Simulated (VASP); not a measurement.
A run of VASP 6.6.1:

File POSCAR:

```
Yb
1.0
    0.0000000000      2.6096620394      2.6096620394
    2.6096620394      0.0000000000      2.6096620394
    2.6096620394      2.6096620394      0.0000000000
Yb
1
Direct
    0.0000000000      0.0000000000      0.0000000000
```

Contents of INCAR.step1:

```
PREC = Accurate ; ENCUT = 520
ISMEAR = 1 ; SIGMA = 0.6
LREAL = False ; LASPH = True
NELM = 80 ; NBANDS = 18
GGA = PE ; ALGO = Normal
EDIFF = 1E-4 ; LWAVE = True
LCHARG = False
```

The input INCAR.step2:

```
PREC = Accurate ; ENCUT = 520
EDIFF = 1E-7 ; ISMEAR = 1
SIGMA = 0.6 ; LREAL = False
LASPH = True ; NELM = 80
ALGO = Normal ; ISIF = 2
LWAVE = False ; LCHARG = False
METAGGA = R2SCAN ; LMIXTAU = True
NBANDS = 18 ; ISTART = 1
```

The input KPOINTS:

```
regular mesh
0
Gamma
  10 10 10
```

Potentials or basis: VASP PAW PBE potentials, release 64 (Yb).

Run with:

```sh
$ cat potpaw_PBE.64/Yb/POTCAR > POTCAR
$ cp INCAR.step1 INCAR
$ mpirun -np 1 vasp_std > vasp.out
$ cp INCAR.step2 INCAR
$ mpirun -np 1 vasp_std > vasp.out
```

Hardware: 1 thread of AMD EPYC 7R43 64-Core Processor (Zen 3), with other jobs on the host.

Estimate the wall time of this run.

Wall time 8 min on 1 thread of AMD EPYC 7R43 64-Core Processor (Zen 3), on a shared host, peak memory 0.16 GiB. Counts: k points 47.
